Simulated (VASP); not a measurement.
# VSe (Pm-3m) in VASP: a series of runs

Runs on VSe. Level: LDA+U. Tasks: single point.

Program: VASP 6.6.1. These are calculated values, not measurements. Logs are shortened: lines on timing, memory, paths and dates and some standing lists are left out, and cuts for length are marked.

## 1. The cell of the first run

The structure is cubic, space group Pm-3m (No. 221). The conventional cell has a = 3.320 Å, b = 3.320 Å, c = 3.320 Å, α = 90.00°, β = 90.00°, γ = 90.00°. V (site symmetry m-3m) has 8 Se at 2.87 Å and 6 V at 3.32 Å within 3.8 Å. Within 3.8 Å of Se (site symmetry m-3m) lie 8 V at 2.87 Å and 6 Se at 3.32 Å.

## 2. Single point, LDA+U, collinear spin, ferromagnetic start

INCAR

```
  PREC = Accurate
  ENCUT = 500
  EDIFF = 1E-6
  ISMEAR = 0
  SIGMA = 0.05
  LREAL = False
  LASPH = True
  NELM = 200
  ALGO = Normal
  ISIF = 2
  LWAVE = False
  LCHARG = False
  ISPIN = 2
  MAGMOM = 3 0
  LORBIT = 11
  LMAXMIX = 4
  LDAU = True
  LDAUTYPE = 2
  LDAUL = 2 -1
  LDAUU = 5 0
  LDAUJ = 0 0
  LDAUPRINT = 1
  NBANDS = 20
  GGA_COMPAT = False
```

KPOINTS

```
Automatic mesh
0
Gamma
  6 6 6
```

POSCAR

```
VSe
1.0
    3.3195141700      0.0000000000      0.0000000000
    0.0000000000      3.3195141700      0.0000000000
    0.0000000000      0.0000000000      3.3195141700
V Se
1 1
Direct
    0.0000000000      0.0000000000      0.0000000000
    0.5000000000      0.5000000000      0.5000000000
```

Potentials or basis: VASP PAW LDA potentials, release 64 (V_sv, Se).

Launch:

```
$ cat potpaw_LDA.64/V_sv/POTCAR potpaw_LDA.64/Se/POTCAR > POTCAR
$ mpirun -np 1 vasp_std > vasp.out
```

OUTCAR:

```text
PREC = Accurate
   ENCUT = 500
   EDIFF = 1E-6
   ISMEAR = 0
   LREAL = False
   LASPH = True
   NELM = 200
   ISIF = 2
   ISPIN = 2
   LORBIT = 11

 ion  position               nearest neighbor table
   1  0.000  0.000  0.000-
   2  0.500  0.500  0.500-

  LATTYP: Found a simple cubic cell.
 ALAT       =     3.3195141700

  Lattice vectors:

 A1 = (   3.3195141700,   0.0000000000,   0.0000000000)
 A2 = (   0.0000000000,   3.3195141700,   0.0000000000)
 A3 = (   0.0000000000,   0.0000000000,   3.3195141700)

Analysis of symmetry for initial positions (statically):
=====================================================================
 Subroutine PRICEL returns:
 Original cell was already a primitive cell.

 Routine SETGRP: Setting up the symmetry group for a
 simple cubic supercell.

 Subroutine GETGRP returns: Found 48 space group operations
 (whereof 48 operations were pure point group operations)
 out of a pool of 48 trial point group operations.

The static configuration has the point symmetry O_h .

Analysis of symmetry for dynamics (positions and initial velocities):
=====================================================================
 Subroutine PRICEL returns:
 Original cell was already a primitive cell.

 Routine SETGRP: Setting up the symmetry group for a
 simple cubic supercell.

 Subroutine GETGRP returns: Found 48 space group operations
 (whereof 48 operations were pure point group operations)
 out of a pool of 48 trial point group operations.

The dynamic configuration has the point symmetry O_h .

Analysis of structural, dynamic, and magnetic symmetry:
=====================================================================
 Subroutine PRICEL returns:
 Original cell was already a primitive cell.

 Routine SETGRP: Setting up the symmetry group for a
 simple cubic supercell.

 Subroutine GETGRP returns: Found 48 space group operations
 (whereof 48 operations were pure point group operations)
 out of a pool of 48 trial point group operations.

The overall configuration has the point symmetry O_h .

 Subroutine INISYM returns: Found 48 space group operations
 (whereof 48 operations are pure point group operations),
 and found     1 'primitive' translations

----------------------------------------------------------------------------------------

                                     Primitive cell

  volume of cell :      36.5783

  direct lattice vectors                    reciprocal lattice vectors
     3.319514170  0.000000000  0.000000000     0.301248902  0.000000000  0.000000000
     0.000000000  3.319514170  0.000000000     0.000000000  0.301248902  0.000000000
     0.000000000  0.000000000  3.319514170     0.000000000  0.000000000  0.301248902

  length of vectors
     3.319514170  3.319514170  3.319514170     0.301248902  0.301248902  0.301248902

  position of ions in fractional coordinates (direct lattice)
     0.000000000  0.000000000  0.000000000
     0.500000000  0.500000000  0.500000000

  ion indices of the primitive-cell ions
   primitive index   ion index
                 1           1
                 2           2

----------------------------------------------------------------------------------------

 KPOINTS: Automatic mesh

Automatic generation of k-mesh.
 Grid dimensions read from file:
 generate k-points for:    6    6    6

 Generating k-lattice:

  Cartesian coordinates                     Fractional coordinates (reciprocal lattice)
     0.050208150  0.000000000  0.000000000     0.166666667  0.000000000  0.000000000
[... 63 lines left out ...]
   TEBEG  =    0.0;   TEEND  =   0.0 temperature during run
   PSTRESS=    0.0 pullay stress
   NELECT =      19.0000    total number of electrons
   NUPDOWN=      -1.0000    fix difference up-down
   EMIN   =  10.00;   EMAX   =-10.00  energy-range for DOS
   EFERMI =   0.00;   METHOD = LEGACY
   ISMEAR =     0;   SIGMA  =   0.05  broadening in eV -4-tet -1-fermi 0-gaus
   EFERMI_NEDOS =   21; number of points for ismear=-14 and -15
   IALGO  =     38    algorithm
   IMIX   =      4    mixing-type and parameters
     AMIX     =   0.40;   BMIX     =  1.00
     AMIX_MAG =   1.60;   BMIX_MAG =  1.00
  volume/ion in A,a.u.               =      18.29       123.42
  Fermi-wavevector in a.u.,A,eV,Ry     =   1.315987  2.486854 23.562856  1.731821
  Thomas-Fermi vector in A             =   2.446131
   LORBIT       =     11    0 simple, 1 ext, 2 COOP (PROOUT), +10 PAW based schemes
 LDA+U is selected, type is set to LDAUTYPE =  2
   angular momentum for each species LDAUL =     2   -1
   U (eV)           for each species LDAUU =   5.0  0.0
   J (eV)           for each species LDAUJ =   0.0  0.0
   GGA     = CA    functional components
   LHFCALC =     F    Hartree Fock is set to
   AEXX    =    0.0000 exact exchange contribution
   IVDW    =     0    specifies the selected vdW correction
   LEPSILON=     F    determine dielectric tensor
   LRPA    =     F    only Hartree local field effects (RPA)
 spin polarized calculation
 Gauss-broadening in eV      SIGMA  =   0.05
  energy-cutoff  :      500.00
  volume of cell :       36.58
 maximum number of plane-waves:       952
   NGX = 13   NGY = 13   NGZ = 13

atom =   1  type =  1  l = 2

 onsite density matrix

spin component  1

  0.7394 -0.0000 -0.0000  0.0000 -0.0000
 -0.0000  0.7394 -0.0000  0.0000 -0.0000
 -0.0000 -0.0000  0.3573  0.0000  0.0000
  0.0000  0.0000  0.0000  0.7394  0.0000
 -0.0000 -0.0000  0.0000  0.0000  0.3573

spin component  2

  0.0418  0.0000 -0.0000  0.0000  0.0000
  0.0000  0.0418 -0.0000  0.0000 -0.0000
 -0.0000 -0.0000  0.0108 -0.0000 -0.0000
  0.0000  0.0000 -0.0000  0.0418  0.0000
  0.0000 -0.0000 -0.0000  0.0000  0.0108

 occupancies and eigenvectors

  o =  0.0108  v =  0.0000  0.0000  0.0000  0.0000  0.0000  0.0000  0.0000  0.9992  0.0000  0.0406      0.0000  0.0000  0.0000  0.0000  0.0000  0.0000  0.0000  0.0000  0.0000  0.0000
  o =  0.0108  v =  0.0000  0.0000  0.0000  0.0000  0.0000 -0.0000  0.0000 -0.0406 -0.0000  0.9992      0.0000  0.0000  0.0000  0.0000  0.0000  0.0000  0.0000  0.0000  0.0000  0.0000
  o =  0.0418  v =  0.0000  0.0000  0.0000  0.0000  0.0000 -0.0206  0.9974 -0.0000 -0.0686 -0.0000      0.0000  0.0000  0.0000  0.0000  0.0000  0.0000  0.0000  0.0000  0.0000  0.0000
  o =  0.0418  v =  0.0000  0.0000  0.0000  0.0000  0.0000  0.0285 -0.0680  0.0000 -0.9973 -0.0000      0.0000  0.0000  0.0000  0.0000  0.0000  0.0000  0.0000  0.0000  0.0000  0.0000
  o =  0.0418  v =  0.0000  0.0000  0.0000  0.0000  0.0000 -0.9994 -0.0225  0.0000 -0.0271 -0.0000      0.0000  0.0000  0.0000  0.0000  0.0000  0.0000  0.0000  0.0000  0.0000  0.0000
  o =  0.3573  v =  0.0000 -0.0000  0.0101 -0.0000  0.9999  0.0000  0.0000  0.0000  0.0000  0.0000      0.0000  0.0000  0.0000  0.0000  0.0000  0.0000  0.0000  0.0000  0.0000  0.0000
  o =  0.3573  v =  0.0000 -0.0000 -0.9999  0.0000  0.0101  0.0000  0.0000  0.0000  0.0000  0.0000      0.0000  0.0000  0.0000  0.0000  0.0000  0.0000  0.0000  0.0000  0.0000  0.0000
  o =  0.7394  v =  0.0000 -0.0234 -0.0000 -0.9997 -0.0000  0.0000  0.0000  0.0000  0.0000  0.0000      0.0000  0.0000  0.0000  0.0000  0.0000  0.0000  0.0000  0.0000  0.0000  0.0000
  o =  0.7394  v =  1.0000  0.0000  0.0000  0.0000  0.0000  0.0000  0.0000  0.0000  0.0000  0.0000      0.0000  0.0000  0.0000  0.0000  0.0000  0.0000  0.0000  0.0000  0.0000  0.0000
  o =  0.7394  v =  0.0000  0.9997 -0.0000 -0.0234  0.0000  0.0000  0.0000  0.0000  0.0000  0.0000      0.0000  0.0000  0.0000  0.0000  0.0000  0.0000  0.0000  0.0000  0.0000  0.0000

 number of electron      19.0000019 magnetization       2.9719883

 Free energy of the ion-electron system (eV)
  ---------------------------------------------------
  ext. energy  EPLUGINS =         0.00000000
  ---------------------------------------------------
  free energy    TOTEN  =       -10.46141229 eV

  energy without entropy =      -10.46008122  energy(sigma->0) =      -10.46074675

 E-fermi :   7.3574     XC(G=0): -11.2917

 val. band max:        7.2695172702   @ k =   0.5000   0.3333   0.3333
 cond. band min:       7.3660148361   @ k =   0.1667   0.1667   0.0000
 fundamental gap:      0.0964975659
 Fermi energy:         7.3573937005

 spin component 1

 k-point     1 :       0.0000    0.0000    0.0000
  band No.  band energies     occupation
      1     -57.1385      1.00000
      2     -31.3972      1.00000
      3     -31.3972      1.00000
      4     -31.3972      1.00000
      5      -7.6750      1.00000
      6       5.6608      1.00000
[... 436 lines left out ...]
      6       1.4921      1.00000
[... 12 lines left out ...]
     19      26.6461      0.00000
     20      26.6461      0.00000
 Fermi energy:         7.3573937005

 spin component 2

 k-point     1 :       0.0000    0.0000    0.0000
  band No.  band energies     occupation
      1     -54.5832      1.00000
      2     -28.8860      1.00000
      3     -28.8860      1.00000
      4     -28.8860      1.00000
      5      -7.7310      1.00000
      6       5.8163      1.00000
[... 449 lines left out ...]
     19      27.3655      0.00000
     20      27.3655      0.00000

------------------------ aborting loop because EDIFF is reached ----------------------------------------

  FORCE on cell =-STRESS in cart. coord.  units (eV):
  Direction    XX          YY          ZZ          XY          YZ          ZX
  --------------------------------------------------------------------------------------
  -------------------------------------------------------------------------------------
  Total       -1.3643164     -1.3643164     -1.3643164      0.0000000      0.0000000     -0.0000000
  in kB      -59.7588340    -59.7588340    -59.7588340      0.0000000      0.0000000     -0.0000000
  external PRESSURE =     -59.7588340 kB  Pullay stress =       0.0000000 kB

 VOLUME and BASIS-vectors are now :
 -----------------------------------------------------------------------------
  energy-cutoff  :      500.00
  volume of cell :       36.58
      direct lattice vectors                 reciprocal lattice vectors
     3.319514170  0.000000000  0.000000000     0.301248902  0.000000000  0.000000000
     0.000000000  3.319514170  0.000000000     0.000000000  0.301248902  0.000000000
     0.000000000  0.000000000  3.319514170     0.000000000  0.000000000  0.301248902

 POSITION                                       TOTAL-FORCE (eV/Angst)
 -----------------------------------------------------------------------------------
      0.00000      0.00000      0.00000         0.000000      0.000000      0.000000
      1.65976      1.65976      1.65976         0.000000      0.000000      0.000000
 -----------------------------------------------------------------------------------
    total drift:                                0.000000      0.000000      0.000000

  FREE ENERGIE OF THE ION-ELECTRON SYSTEM (eV)
  ---------------------------------------------------
  free  energy   TOTEN  =       -10.4614122858 eV

  energy  without entropy=      -10.4600812168  energy(sigma->0) =      -10.46074675

 total charge

# of ion       s       p       d       tot
------------------------------------------
    1        2.166   6.092   3.060  11.317
    2        1.493   2.288   0.052   3.833
--------------------------------------------------
tot          3.658   8.380   3.112  15.150

 magnetization (x)

# of ion       s       p       d       tot
------------------------------------------
    1        0.043   0.036   2.772   2.851
    2        0.015  -0.347   0.031  -0.302
--------------------------------------------------
tot          0.058  -0.311   2.802   2.549
```

Wall time 11 s (1 thread of Intel Xeon Platinum 8488C (Sapphire Rapids), shared host); peak memory 0.14 GiB.

What came out:

```yaml
Free_energy: -10.4614 eV
Pressure: -6.0 GPa
Band_gap_on_the_k_mesh: zero (filled and empty bands overlap)
Net_moment: 2.97 μB per cell
Site_moments: V +2.85; Se -0.30 μB
Valence_electrons_inside_the_program's_atomic_spheres: V 11.32; Se 3.83
```

Eigenvalues of the final occupation matrices:
| site | spin | trace | eigenvalues |
| --- | --- | --- | --- |
| site 1 d | 1 | 2.93 | 0.36 0.36 0.74 0.74 0.74 |
| site 1 d | 2 | 0.15 | 0.01 0.01 0.04 0.04 0.04 |

Caveat: the cell stands under tension.

## 3. Single point, LDA+U, collinear spin, ferrimagnetic start

INCAR

```
PREC = Accurate
ENCUT = 500
EDIFF = 1E-6
ISMEAR = 0
SIGMA = 0.05
LREAL = False
LASPH = True
NELM = 200
ALGO = Normal
ISIF = 2
LWAVE = False
LCHARG = False
ISPIN = 2
MAGMOM = 2.59 -0.27
LORBIT = 11
NUPDOWN = 2.25
LMAXMIX = 4
LDAU = True
LDAUTYPE = 2
LDAUL = 2 -1
LDAUU = 5 0
LDAUJ = 0 0
LDAUPRINT = 1
NBANDS = 20
GGA_COMPAT = False
```

KPOINTS is that of step 2.

POSCAR is that of step 2.

Potentials or basis: VASP PAW LDA potentials, release 64 (V_sv, Se).

Launch:

```
$ cat potpaw_LDA.64/V_sv/POTCAR potpaw_LDA.64/Se/POTCAR > POTCAR
$ mpirun -np 1 vasp_std > vasp.out
```

Wall time 11 s (1 thread of Intel Xeon Platinum 8488C (Sapphire Rapids), shared host); peak memory 0.14 GiB.

Results (log left out):

| Quantity | Value |
| --- | --- |
| Free energy | -10.0759 eV |
| Pressure | -10.1 GPa |
| Net moment | 2.25 μB per cell |
| Site moments | V +2.42; Se -0.34 μB |
| Valence electrons inside the program's atomic spheres | V 11.28; Se 3.81 |

Eigenvalues of the final occupation matrices:
| site | spin | trace | eigenvalues |
| --- | --- | --- | --- |
| site 1 d | 1 | 2.71 | 0.28 0.28 0.72 0.72 0.72 |
| site 1 d | 2 | 0.31 | 0.05 0.05 0.05 0.09 0.09 |

Caveat: the cell stands under tension; the total moment is fixed, so each spin has its own Fermi level and the state may be an excited one. The state reached can hang on the start; a lower one may exist.

[end of part 1 of 2]

The gap in the log of VASP goes by the Fermi energy; the results here count the filled bands.